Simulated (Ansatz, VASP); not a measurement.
## Two plane-wave programs on MgO

```xyz
4
Lattice="3.0832 0.0000 0.0000 -1.5416 2.6701 0.0000 0.0000 0.0000 4.8484" Properties=species:S:1:pos:R:3 pbc="T T T"
Mg    0.0000    1.7801    0.0306
Mg    1.5416    0.8900    2.4548
O     0.0000    1.7801    1.9310
O     1.5416    0.8900    4.3552
```

Alike in both runs: task single point; functional PBE; k mesh 9 × 9 × 6; occupations gaussian, width 0.05 eV; no spin polarisation.

|  | VASP | Ansatz |
| --- | --- | --- |
| version | VASP 6.6.1 | Ansatz 0.2.0 |
| potentials or method | VASP PAW PBE potentials, release 64 (Mg, O), cutoff 520 eV | scalar-relativistic, plane waves, PAW |
| valence electrons in the cell | 16 | 32 |

|  | VASP | Ansatz | Ansatz less VASP |
| --- | --- | --- | --- |
| gap on the k mesh at the Fermi level (eV) | 4.62 | 4.63 | +0.013 |
| least direct gap on the mesh (eV) | 4.62 | 4.63 | +0.013 |
| rms of the force components (eV/Å) | 0.106 | 0.102 | -0.0043 |

Atom by atom the forces differ by 0.004 eV/Å (rms over components). With one functional, cell and mesh, what is left measures potentials, basis and numerics. VASP's potentials hold 16 valence electrons a cell and Ansatz's 32, so a difference there can come from the potentials and not from the codes.
